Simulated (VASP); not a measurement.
# Mg4O in VASP: a series of runs, part 2 of 2

VASP 6.6.1. The steps go on from the part before.

## (6) Single point, LDA

The input, INCAR:

```
SYSTEM = Mg4O
PREC = Accurate
ENCUT = 520
EDIFF = 1E-6
ISMEAR = 0
SIGMA = 0.1
LREAL = .FALSE.
LASPH = .TRUE.
NELM = 100
ALGO = Normal
ISIF = 2
LWAVE = .FALSE.
LCHARG = .TRUE.
LDIPOL = .TRUE.
IDIPOL = 3
DIPOL = 0.5 0.5 0.307
LELF = .TRUE.
LVHAR = .TRUE.
LVACPOTAV = .TRUE.
NBANDS = 15
```

The input, KPOINTS:

```
regular mesh
0
G
  8 5 1
  0 0 0
```

The input, POSCAR:

```
Mg4O
1.0
    3.1466128697      0.0000000000      0.0000000000
    0.0000000000      5.0388886589      0.0000000000
    0.0000000000      0.0000000000     20.5846139733
Mg O
4 1
Direct
    0.0000000000      0.7500000000      0.1943198937
    0.5000000000      0.2500000000      0.2384474589
    0.5000000000      0.7500000000      0.3306067122
    0.0000000000      0.2500000000      0.3684603453
    0.3750000000      0.6250000000      0.4029521265
```

Potentials or basis: VASP PAW LDA potentials, release 64 (Mg, O).

Command:

```
> cat potpaw_LDA.64/Mg/POTCAR potpaw_LDA.64/O/POTCAR > POTCAR
> mpirun -np 1 vasp_std > vasp.out
```

OUTCAR:

```text
SYSTEM = Mg4O
   PREC = Accurate
   ENCUT = 520
   EDIFF = 1E-6
   ISMEAR = 0
   LREAL = .FALSE.
   LASPH = .TRUE.
   NELM = 100
   ISIF = 2

 ion  position               nearest neighbor table
   1  0.000  0.750  0.194-   2 3.11   2 3.11   2 3.11   2 3.11   3 3.22   3 3.22
   2  0.500  0.250  0.238-   4 3.10   4 3.10   1 3.11   1 3.11   1 3.11   1 3.11   3 3.15   3 3.15

   3  0.500  0.750  0.331-   5 1.66   4 3.07   4 3.07   4 3.07   4 3.07   2 3.15   2 3.15   1 3.22
                             1 3.22
   4  0.000  0.250  0.368-   5 2.34   3 3.07   3 3.07   3 3.07   3 3.07   2 3.10   2 3.10
   5  0.375  0.625  0.403-   3 1.66   4 2.34

  LATTYP: Found a simple orthorhombic cell.
 ALAT       =     3.1466128697
 B/A-ratio  =     1.6013691126
 C/A-ratio  =     6.5418323848

  Lattice vectors:

 A1 = (   3.1466128697,   0.0000000000,   0.0000000000)
 A2 = (   0.0000000000,   5.0388886589,   0.0000000000)
 A3 = (   0.0000000000,   0.0000000000,  20.5846139733)

Analysis of symmetry for initial positions (statically):
=====================================================================
 Subroutine PRICEL returns:
 Original cell was already a primitive cell.

 Routine SETGRP: Setting up the symmetry group for a
 simple orthorhombic supercell.

 Subroutine GETGRP returns: Found  1 space group operations
 (whereof  1 operations were pure point group operations)
 out of a pool of  8 trial point group operations.

The static configuration has the point symmetry C_1 .

Analysis of symmetry for dynamics (positions and initial velocities):
=====================================================================
 Subroutine PRICEL returns:
 Original cell was already a primitive cell.

 Routine SETGRP: Setting up the symmetry group for a
 simple orthorhombic supercell.

 Subroutine GETGRP returns: Found  1 space group operations
 (whereof  1 operations were pure point group operations)
 out of a pool of  8 trial point group operations.

The dynamic configuration has the point symmetry C_1 .
[... 139 lines left out ...]

 number of electron      14.0000002 magnetization

 dipolmoment           0.000000      0.000000      0.199793 electrons x Angstroem

 Free energy of the ion-electron system (eV)
  ---------------------------------------------------
  ext. energy  EPLUGINS =         0.00000000
  ---------------------------------------------------
  free energy    TOTEN  =       -13.11703142 eV

  energy without entropy =      -13.10147097  energy(sigma->0) =      -13.10925119

 E-fermi :  -2.7507     XC(G=0):  -3.3996

 val. band max:       -2.7767893618   @ k =   0.3750   0.2000   0.0000
 cond. band min:      -2.6646108419   @ k =   0.3750   0.4000   0.0000
 fundamental gap:      0.1121785199
 Fermi energy:        -2.7507258252

 k-point     1 :       0.0000    0.0000    0.0000
  band No.  band energies     occupation
      1     -18.7941      2.00000
      2      -8.8156      2.00000
      3      -6.2472      2.00000
      4      -5.4546      2.00000
      5      -4.5794      2.00000
      6      -3.4498      2.00000
      7      -3.2723      2.00000
      8      -2.8876      1.94703
      9      -2.3607      0.00000
     10      -0.5374      0.00000
     11       0.0514      0.00000
     12       0.6503      0.00000
     13       1.2896      0.00000
     14       2.3921      0.00000
[... 347 lines left out ...]
      2      -5.7444      2.00000
      3      -5.3642      2.00000
      4      -4.6616      2.00000
      5      -4.1066      2.00000
      6      -3.8121      2.00000
      7      -3.0309      1.99993
      8      -2.8069      1.57326
      9      -1.4341      0.00000
     10      -1.0512      0.00000
     11      -0.1821      0.00000
     12       0.2268      0.00000
     13       1.5324      0.00000
     14       1.9491      0.00000
     15       2.8279      0.00000

------------------------ aborting loop because EDIFF is reached ----------------------------------------

  FORCE on cell =-STRESS in cart. coord.  units (eV):
  Direction    XX          YY          ZZ          XY          YZ          ZX
  --------------------------------------------------------------------------------------
  -------------------------------------------------------------------------------------
  Total       -0.5652088     -4.1330262      4.5094477      0.4577811     -3.6867819     -2.3470083
  in kB       -2.7745895    -20.2888734     22.1367130      2.2472307    -18.0982766    -11.5213773
  external PRESSURE =      -0.3089166 kB  Pullay stress =       0.0000000 kB

 VOLUME and BASIS-vectors are now :
 -----------------------------------------------------------------------------
  energy-cutoff  :      520.00
  volume of cell :      326.38
      direct lattice vectors                 reciprocal lattice vectors
     3.146612870  0.000000000  0.000000000     0.317802043  0.000000000  0.000000000
     0.000000000  5.038888659  0.000000000     0.000000000  0.198456459  0.000000000
     0.000000000  0.000000000 20.584613973     0.000000000  0.000000000  0.048579973

 POSITION                                       TOTAL-FORCE (eV/Angst)
 -----------------------------------------------------------------------------------
      0.00000      3.77917      4.00000        -0.000906     -0.047149      0.141621
      1.57331      1.25972      4.90835         0.017660     -0.045040     -0.122771
      1.57331      3.77917      6.80541         1.374927      1.733634     -3.785204
      0.00000      1.25972      7.58461         0.343583      2.056655      1.297702
      1.17998      3.14931      8.29461        -1.735264     -3.698100      2.468652
 -----------------------------------------------------------------------------------
    total drift:                                0.000014     -0.000110      0.000143

  FREE ENERGIE OF THE ION-ELECTRON SYSTEM (eV)
  ---------------------------------------------------
  free  energy   TOTEN  =       -13.1170314162 eV

  energy  without entropy=      -13.1014709736  energy(sigma->0) =      -13.10925119

 vacuum level on the upper side and lower side of the slab         3.298         1.019
```

OSZICAR:

```text
N       E                     dE             d eps       ncg     rms          rms(c)
DAV:   1     0.783531420546E+02    0.78353E+02   -0.39371E+03   630   0.619E+02
DAV:   2     0.412420828443E+01   -0.74229E+02   -0.63638E+02   878   0.113E+02
DAV:   3    -0.174680912120E+02   -0.21592E+02   -0.21238E+02   835   0.675E+01
[... 15 lines left out ...]
DAV:  19    -0.131170134123E+02   -0.75852E-05   -0.15259E-06   701   0.485E-03    0.172E-03
DAV:  20    -0.131170218939E+02   -0.84816E-05   -0.61463E-07   709   0.280E-03    0.931E-04
DAV:  21    -0.131170256587E+02   -0.37648E-05   -0.17994E-07   644   0.196E-03    0.365E-04
DAV:  22    -0.131170307548E+02   -0.50961E-05   -0.21785E-07   638   0.153E-03    0.405E-04
DAV:  23    -0.131170314162E+02   -0.66137E-06   -0.24692E-08   644   0.694E-04
   1 F= -.13117031E+02 E0= -.13109251E+02  d E =-.155604E-01
```

Run time: 2.8 min. Hardware: 1 thread of Intel Xeon 6975P-C, shared host; peak memory 0.35 GiB.

Results:

```yaml
Free_energy: -13.1170 eV
Largest_force: 4.773 eV/Å
Band_gap_on_the_k_mesh: zero (bands 7 and 8 overlap by 0.56 eV)
```

Forces in eV/Å, atoms in the order of the input:
```
Mg  -0.001 -0.047  0.142
Mg   0.018 -0.045 -0.123
Mg   1.375  1.734 -3.785
Mg   0.344  2.057  1.298
O   -1.735 -3.698  2.469
```

## (7) The runs side by side

| cell | gap on the mesh (eV) | largest force (eV/Å) |
| --- | --- | --- |
| as given, atomic positions A | none | 3.53 |
| as given, atomic positions B | none | 3.19 |
| as given, atomic positions C | none | 1.65 |
| as given, atomic positions D | none | 0.46 |
| as given, atomic positions E | none | 4.77 |

Alike in all rows: task single point; level LDA; potentials or basis VASP PAW LDA potentials, release 64 (Mg, O); no spin polarisation; k mesh 8 × 5 × 1; cutoff (eV) 520; smearing gaussian 0.1 eV.

Absolute energies hang on the potentials; compare differences alone.

The gap in the log of VASP goes by the Fermi energy; the results here count the filled bands.